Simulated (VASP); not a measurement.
Cd4SbO: relaxation of cell and atoms with PBE

Crystal: Cd4SbO.

```
Cd Sb O
1.0
     0.00000    4.48059    4.48059
     4.48059    0.00000    4.48059
     4.48059    4.48059    0.00000
Cd Sb O
4 1 1
Direct
  0.88802 0.33593 0.88802
  0.88802 0.88802 0.88802
  0.33593 0.88802 0.88802
  0.88802 0.88802 0.33593
  0.25000 0.25000 0.25000
  0.75000 0.75000 0.75000
```

The cell was generated, and may not be a known phase.

- Program: VASP 6.6.1
- Task: relaxation of cell and atoms
- Functional: PBE
- Potentials or basis: VASP PAW PBE potentials, release 64 (Cd, Sb, O)
- Cutoff: 600 eV
- k mesh: 8 × 8 × 8
- Occupations: gaussian, width 0.1 eV
- Spin: no spin polarisation
- Dipole correction: no
- Further INCAR settings: ALGO = Fast; EDIFF = 1e-06; IBRION = 2; EDIFFG = -0.01; NSW = 100; ISIF = 3

* Relaxed volume: 30.43 Å³/atom
* Relaxed cell: a = 6.368 Å, b = 6.368 Å, c = 6.368 Å, α = 60.00°, β = 60.00°, γ = 60.00°
* Space group after relaxing (to 0.1 Å): F-43m (No. 216)
* Energy gained by relaxing: 0.8 meV/atom
* Ionic steps: 5
* Pressure after relaxing: 0.0 GPa
* Band gap on the k mesh: zero (an odd number of electrons rules out a gap without spin polarisation)

The path:
| step | energy change (eV) | largest force (eV/Å) | pressure (GPa) | volume (Å³) |
| --- | --- | --- | --- | --- |
| 1 | 0.0000 | 0.0620 | 0.60 | 179.90 |
| 2 | -0.0048 | 0.0415 | -0.08 | 182.83 |
| 3 | -0.0049 | 0.0262 | 0.02 | 182.40 |
| 4 | -0.0049 | 0.0285 | 0.01 | 182.45 |
| 5 | -0.0050 | 0.0009 | -0.01 | 182.57 |

Final structure:
```
CELL_PARAMETERS angstrom
0.00000 4.50266 4.50266
4.50266 0.00000 4.50266
4.50266 4.50266 0.00000
ATOMIC_POSITIONS crystal
Cd 0.88811 0.33567 0.88811
Cd 0.88811 0.88811 0.88811
Cd 0.33567 0.88811 0.88811
Cd 0.88811 0.88811 0.33567
Sb 0.25000 0.25000 0.25000
O 0.75000 0.75000 0.75000
```

Levels at points of the mesh, in eV from the Fermi level:
| k point | band 26 | band 27 | band 28 | band 29 | band 30 | band 31 | band 32 | band 33 | band 34 | band 35 |
| --- | --- | --- | --- | --- | --- | --- | --- | --- | --- | --- |
| (0.00, 0.00, 0.00) | -4.49 | -1.38 | -1.38 | -1.38 | 0.03 | 0.03 | 0.03 | 1.69 | 1.69 | 1.73 |
| (0.50, 0.00, 0.00) | -4.51 | -1.86 | -1.86 | -1.86 | 0.73 | 0.73 | 1.41 | 2.20 | 2.81 | 2.81 |
| (0.50, 0.50, 0.00) | -4.08 | -1.70 | -1.70 | -1.68 | -0.73 | 2.01 | 2.01 | 2.18 | 2.57 | 3.86 |

Wall time 17 min on 1 thread of Oxide Virtual Turin-like Processor, on a shared host, peak memory 0.51 GiB.

Caveat: spin-orbit coupling is left out, which moves the levels of the heavy elements.
